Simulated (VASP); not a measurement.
# TiO2 (fluorite type) (Fm-3m) in VASP: notebook, part 2 of 2

VASP 6.6.1. Earlier steps stand in the parts before.

**4. Single point, r2SCAN**

This run uses another cell than the first one, of 9.77 Å³/atom, 1.030 times its volume.

POSCAR reads:

```
TiO2
1.0
    0.0000000000      2.4470537528      2.4470537528
    2.4470537528      0.0000000000      2.4470537528
    2.4470537528      2.4470537528      0.0000000000
Ti O
1 2
Direct
    0.0000000000      0.0000000000      0.0000000000
    0.2500000000      0.2500000000      0.2500000000
    0.7500000000      0.7500000000      0.7500000000
```

INCAR.step1 reads:

```
  PREC = Accurate
  ENCUT = 520
  ISMEAR = -1
  SIGMA = 0.1
  LREAL = F
  LASPH = T
  NELM = 100
  NBANDS = 19
  GGA = PE
  ALGO = Normal
  EDIFF = 1E-4
  LWAVE = T
  LCHARG = F
```

INCAR.step2 reads:

```
  PREC = Accurate
  ENCUT = 520
  EDIFF = 1E-6
  ISMEAR = -1
  SIGMA = 0.1
  LREAL = F
  LASPH = T
  NELM = 100
  ALGO = Normal
  ISIF = 2
  LWAVE = F
  LCHARG = F
  METAGGA = R2SCAN
  LMIXTAU = T
  NBANDS = 19
  ISTART = 1
```

KPOINTS reads:

```
Automatic mesh
0
Gamma
  12 12 12
```

Potentials or basis: VASP PAW PBE potentials, release 64 (Ti_sv, O).

Launch:

```sh
> cat potpaw_PBE.64/Ti_sv/POTCAR potpaw_PBE.64/O/POTCAR > POTCAR
> cp INCAR.step1 INCAR
> mpirun -np 1 vasp_std > vasp.out
> cp INCAR.step2 INCAR
> mpirun -np 1 vasp_std > vasp.out
```

OUTCAR:

```text
PREC = Accurate
   ENCUT = 520
   EDIFF = 1E-6
   ISMEAR = -1
   LREAL = F
   LASPH = T
   NELM = 100
   ISIF = 2
   METAGGA = R2SCAN
   ISTART = 1

 ion  position               nearest neighbor table
   1  0.000  0.000  0.000-   3 2.12   3 2.12   3 2.12   2 2.12   3 2.12   2 2.12   2 2.12   2 2.12

   2  0.250  0.250  0.250-   1 2.12   1 2.12   1 2.12   1 2.12
   3  0.750  0.750  0.750-   1 2.12   1 2.12   1 2.12   1 2.12

  LATTYP: Found a face centered cubic cell.
 ALAT       =     4.8941075056

  Lattice vectors:

 A1 = (   0.0000000000,   2.4470537528,   2.4470537528)
 A2 = (   2.4470537528,   0.0000000000,   2.4470537528)
 A3 = (   2.4470537528,   2.4470537528,   0.0000000000)

Analysis of symmetry for initial positions (statically):
=====================================================================
 Subroutine PRICEL returns:
 Original cell was already a primitive cell.

 Routine SETGRP: Setting up the symmetry group for a
 face centered cubic supercell.

[... 156 lines left out ...]
   NGX = 13   NGY = 13   NGZ = 13

 number of electron      24.0000004 magnetization

 Free energy of the ion-electron system (eV)
  ---------------------------------------------------
  ext. energy  EPLUGINS =         0.00000000
  ---------------------------------------------------
  free energy    TOTEN  =       -34.03181369 eV

  energy without entropy =      -34.03175423  energy(sigma->0) =      -34.03178396

 E-fermi :   7.0167     XC(G=0): -12.6842

 val. band max:        6.3404824053   @ k =   0.5000   0.5000   0.0000
 cond. band min:       7.8108330807   @ k =   0.0000   0.0000   0.0000
 fundamental gap:      1.4703506754
 Fermi energy:         7.0167234155

 k-point     1 :       0.0000    0.0000    0.0000
  band No.  band energies     occupation
      1     -53.8139      2.00000
      2     -28.8415      2.00000
      3     -28.8414      2.00000
      4     -28.8414      2.00000
      5     -13.9737      2.00000
      6     -10.5286      2.00000
[... 505 lines left out ...]
      6     -11.9624      2.00000
[... 11 lines left out ...]
     18      17.3537      0.00000
     19      21.3354      0.00000

 [... further k-points ...]
[... 5 lines left out ...]
  --------------------------------------------------------------------------------------
  -------------------------------------------------------------------------------------
  Total       -2.5328345     -2.5328345     -2.5328345      0.0000000      0.0000000     -0.0000000
  in kB     -138.4703755   -138.4703755   -138.4703755      0.0000000      0.0000000     -0.0000000
  external PRESSURE =    -138.4703755 kB  Pullay stress =       0.0000000 kB

 VOLUME and BASIS-vectors are now :
 -----------------------------------------------------------------------------
  energy-cutoff  :      520.00
  volume of cell :       29.31
      direct lattice vectors                 reciprocal lattice vectors
     0.000000000  2.447053753  2.447053753    -0.204327346  0.204327346  0.204327346
     2.447053753  0.000000000  2.447053753     0.204327346 -0.204327346  0.204327346
     2.447053753  2.447053753  0.000000000     0.204327346  0.204327346 -0.204327346

 POSITION                                       TOTAL-FORCE (eV/Angst)
 -----------------------------------------------------------------------------------
      0.00000      0.00000      0.00000        -0.000000     -0.000000     -0.000000
      1.22353      1.22353      1.22353         0.000000      0.000000      0.000000
      3.67058      3.67058      3.67058        -0.000000     -0.000000     -0.000000
 -----------------------------------------------------------------------------------
    total drift:                                0.000000     -0.000000      0.000000

  FREE ENERGIE OF THE ION-ELECTRON SYSTEM (eV)
  ---------------------------------------------------
  free  energy   TOTEN  =       -34.0318136864 eV

  energy  without entropy=      -34.0317542283  energy(sigma->0) =      -34.03178396
```

OUTCAR.step1:

```text
PREC = Accurate
   ENCUT = 520
   ISMEAR = -1
   LREAL = F
   LASPH = T
[... 753 lines left out ...]
      0.00000      0.00000      0.00000        -0.000000     -0.000000      0.000000
      1.22353      1.22353      1.22353        -0.000000     -0.000000     -0.000000
      3.67058      3.67058      3.67058         0.000000      0.000000      0.000000
 -----------------------------------------------------------------------------------
    total drift:                               -0.000000     -0.000000      0.000000

  FREE ENERGIE OF THE ION-ELECTRON SYSTEM (eV)
  ---------------------------------------------------
  free  energy   TOTEN  =       -26.0071385457 eV

  energy  without entropy=      -26.0068090474  energy(sigma->0) =      -26.00697380
```

It took 95 s on 1 thread of Intel Xeon 6975P-C (Granite Rapids), shared host; peak memory 0.19 GiB.

What came out:

| Property | Result |
| --- | --- |
| Free energy | -34.0318 eV |
| Pressure | -13.8 GPa |
| Band gap on the k mesh | 1.47 eV, indirect (least direct gap 2.09 eV) |

Levels at points of the mesh, in eV from the valence-band top:
| k point | band 10 | band 11 | band 12 | band 13 | band 14 | band 15 |
| --- | --- | --- | --- | --- | --- | --- |
| (0.00, 0.00, 0.00) | -0.86 | -0.86 | -0.86 | 1.47 | 1.47 | 5.25 |
| (0.50, 0.00, 0.00) | -3.21 | -2.47 | -2.47 | 1.74 | 1.74 | 2.83 |
| (0.50, 0.50, 0.00) | -2.01 | -2.01 | 0.00 | 2.09 | 2.09 | 2.84 |

Caveat: the PAW data sets were made with another functional, which shifts forces and pressure a little. r2SCAN opens gaps a little over a GGA but as a rule still falls short of measured ones.

**5. Single point, r2SCAN**

This run uses another cell than the first one, of 9.77 Å³/atom, 1.030 times its volume.

POSCAR is that of step 4.

INCAR.step1 reads:

```
SYSTEM = TiO2
PREC     = Accurate       ! precision mode
ENCUT    = 520            ! plane-wave cutoff, eV
ISMEAR   = -1             ! smearing method
SIGMA    = 0.1            ! smearing width, eV
LREAL    = .False.        ! projectors in reciprocal space
LASPH    = .True.         ! aspherical terms in the spheres
NELM     = 60             ! most SCF steps
NBANDS   = 19             ! bands
GGA      = PE             ! functional
ALGO     = Normal         ! electronic algorithm
EDIFF    = 1E-4           ! SCF threshold, eV
LWAVE    = .True.         ! write WAVECAR
LCHARG   = .False.        ! write CHGCAR
```

INCAR.step2 reads:

```
SYSTEM = TiO2
PREC     = Accurate       ! precision mode
ENCUT    = 520            ! plane-wave cutoff, eV
EDIFF    = 1E-7           ! SCF threshold, eV
ISMEAR   = -1             ! smearing method
SIGMA    = 0.1            ! smearing width, eV
LREAL    = .False.        ! projectors in reciprocal space
LASPH    = .True.         ! aspherical terms in the spheres
NELM     = 60             ! most SCF steps
ALGO     = Normal         ! electronic algorithm
ISIF     = 2              ! what is computed and relaxed
LWAVE    = .False.        ! write WAVECAR
LCHARG   = .False.        ! write CHGCAR
METAGGA  = R2SCAN         ! meta-GGA
LMIXTAU  = .True.       
NBANDS   = 19             ! bands
ISTART   = 1
```

KPOINTS reads:

```
Automatic mesh
0
Gamma
  12 12 12
  0 0 0
```

Launch:

```sh
> cat potpaw_PBE.64/Ti_sv/POTCAR potpaw_PBE.64/O/POTCAR > POTCAR
> cp INCAR.step1 INCAR
> mpirun -np 1 vasp_std > vasp.out
> cp INCAR.step2 INCAR
> mpirun -np 1 vasp_std > vasp.out
```

Wall time 1.9 min (1 thread of Intel Xeon 6975P-C (Granite Rapids), shared host); peak memory 0.19 GiB.

The run converged. Its results:

```yaml
Free_energy: -34.0318 eV
Pressure: -13.8 GPa
Band_gap_on_the_k_mesh: 1.47 eV, indirect (least direct gap 2.09 eV)
```

Levels at points of the mesh, in eV from the valence-band top:
| k point | band 10 | band 11 | band 12 | band 13 | band 14 | band 15 |
| --- | --- | --- | --- | --- | --- | --- |
| (0.00, 0.00, 0.00) | -0.86 | -0.86 | -0.86 | 1.47 | 1.47 | 5.25 |
| (0.50, 0.00, 0.00) | -3.21 | -2.47 | -2.47 | 1.74 | 1.74 | 2.83 |
| (0.50, 0.50, 0.00) | -2.01 | -2.01 | 0.00 | 2.09 | 2.09 | 2.84 |

Caveat: the PAW data sets were made with another functional, which shifts forces and pressure a little.
